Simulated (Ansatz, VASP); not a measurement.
AlBAs2: VASP beside Ansatz

```
CELL_PARAMETERS angstrom
1.80408 1.04159 6.65116
-1.80408 1.04159 6.65116
0.00000 -2.08318 6.65116
ATOMIC_POSITIONS crystal
Al 0.00000 0.00000 0.00000
B 0.50000 0.50000 0.50000
As 0.89284 0.89284 0.89284
As 0.10716 0.10716 0.10716
```

Change from the starting cell: species swapped into the CuRhO2 type (R-3m, No. 166).

Alike in both runs: task single point; functional PBE; k mesh 6 × 6 × 6; occupations gaussian, width 0.1 eV; no spin polarisation.

|  | VASP | Ansatz |
| --- | --- | --- |
| version | VASP 6.6.1 | Ansatz 0.2.0 |
| potentials or method | VASP PAW PBE potentials, release 64 (Al, B, As), cutoff 520 eV | scalar-relativistic, plane waves, PAW |
| valence electrons in the cell | 16 | 36 |

Ansatz gave:

| Quantity | Value |
| --- | --- |
| gap on the k mesh at the Fermi level (eV) | none |
| pressure (GPa) | 4.0 |
| traceless stress, the component that is largest in VASP (GPa) | 31.14 |
| rms of the force components (eV/Å) | 1.640 |

Q: Which values does VASP return?

A: gap on the k mesh at the Fermi level (eV): none; pressure (GPa): 4.2; traceless stress, the component that is largest in VASP (GPa): 31.41; rms of the force components (eV/Å): 1.657.

Atom by atom the forces differ by 0.017 eV/Å (rms over components). A gap of «none» marks a metal or a gap that the smearing closes. VASP's potentials hold 16 valence electrons a cell and Ansatz's 36, so a difference there can come from the potentials and not from the codes.
